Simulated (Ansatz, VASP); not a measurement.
# ZnAu in VASP and in Ansatz

Contents of INCAR:

```
SYSTEM = ZnAu
PREC     = Accurate       ! precision mode
ENCUT    = 520            ! plane-wave cutoff, eV
EDIFF    = 1E-6           ! SCF threshold, eV
ISMEAR   = 0              ! smearing method
SIGMA    = 0.15           ! smearing width, eV
LREAL    = .FALSE.        ! projectors in reciprocal space
LASPH    = .TRUE.         ! aspherical terms in the spheres
NELM     = 100            ! most SCF steps
ALGO     = Fast           ! electronic algorithm
ISIF     = 2              ! what is computed and relaxed
LWAVE    = .FALSE.        ! write WAVECAR
LCHARG   = .TRUE.         ! write CHGCAR
GGA      = CA             ! functional
LELF     = .TRUE.         ! ELF
LVHAR    = .TRUE.       
NBANDS   = 18             ! bands
```

Contents of KPOINTS:

```
regular mesh
0
G
  16 16 16
  0 0 0
```

File POSCAR:

```
ZnAu
1.0
    2.7491577225      0.0000000000      0.0000000000
    0.0000000000      2.7491577225      0.0000000000
    0.0000000000      0.0000000000      4.1237365838
Zn Au
1 1
Direct
    0.5000000000      0.5000000000      0.5000000000
    0.0000000000      0.0000000000      0.0000000000
```

Input for Ansatz:

```yaml
crystal:
  lattice:
    - [2.7491577225, 0.0, 0.0]
    - [0.0, 2.7491577225, 0.0]
    - [0.0, 0.0, 4.1237365838]
  atoms:
    - { symbol: Zn, position: [0.5, 0.5, 0.5] }
    - { symbol: Au, position: [0.0, 0.0, 0.0] }
basis:
  ecutwfc: 420
kpoints:
  mp_grid: { grid: [16, 16, 16] }
hamiltonian:
  xc: lda
scf:
  occupations: { method: gaussian, width: 0.15 }
output:
  forces: true
  stress: true
  eigenvalues: true
```

Alike in both runs: task single point; functional LDA; k mesh 16 × 16 × 16; occupations gaussian, width 0.15 eV; no spin polarisation.

|  | VASP | Ansatz |
| --- | --- | --- |
| version | VASP 6.6.1 | Ansatz 0.2.0 |
| potentials or method | VASP PAW LDA potentials, release 64 (Zn, Au), cutoff 520 eV | scalar-relativistic, plane waves, PAW |
| valence electrons in the cell | 23 | 31 |

VASP gave:

- gap on the k mesh at the Fermi level (eV): none
- pressure (GPa): -4.4
- traceless stress, the component that is largest in VASP (GPa): -5.59

Task: Estimate Ansatz's values.

Result: gap on the k mesh at the Fermi level (eV): none; pressure (GPa): -4.9; traceless stress, the component that is largest in VASP (GPa): -5.59.

LDA's correlation is that of Perdew and Zunger in VASP and of Perdew and Wang (1992) in Ansatz. A gap of «none» marks a metal or a gap that the smearing closes. VASP's potentials hold 23 valence electrons a cell and Ansatz's 31, so a difference there can come from the potentials and not from the codes.

Spin-orbit coupling is off throughout.
